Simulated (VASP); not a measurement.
The system is Li.

```
Li
1.0
     3.51000    0.00000    0.00000
     0.00000    3.51000    0.00000
     0.00000    0.00000    3.51000
Li
2
Direct
  0.00000 0.00000 0.00000
  0.50000 0.50000 0.50000
```

```yaml
Program: VASP 6.6.1
Task: relaxation of volume and atoms at fixed shape
Functional: PBE
Potentials_or_basis: VASP PAW PBE potentials, release 64 (Li_sv)
Cutoff: 750 eV
k_mesh: 6 × 6 × 6
Occupations: methfessel-paxton, width 0.05 eV
Spin: no spin polarisation
```

At the start: pressure -1.0 GPa; volume 21.62 Å³/atom.

Task: Where does the relaxation end?

Result: Over 3 steps the energy falls by 4.7 meV/atom and the volume is 20.19 Å³/atom (-6.6 %); space group Im-3m (No. 229, to 0.05 Å).

Step by step:
| step | energy change (eV) | largest force (eV/Å) | pressure (GPa) | volume (Å³) |
| --- | --- | --- | --- | --- |
| 1 | 0.0000 | 0.0000 | -0.95 | 43.24 |
| 2 | -0.0042 | 0.0000 | -0.73 | 42.45 |
| 3 | -0.0094 | 0.0000 | -0.07 | 40.39 |

Final structure:
```xyz
2
Lattice="3.4310 0.0000 0.0000 0.0000 3.4310 0.0000 0.0000 0.0000 3.4310" Properties=species:S:1:pos:R:3 pbc="T T T"
Li    0.0000    0.0000    0.0000
Li    1.7155    1.7155    1.7155
```
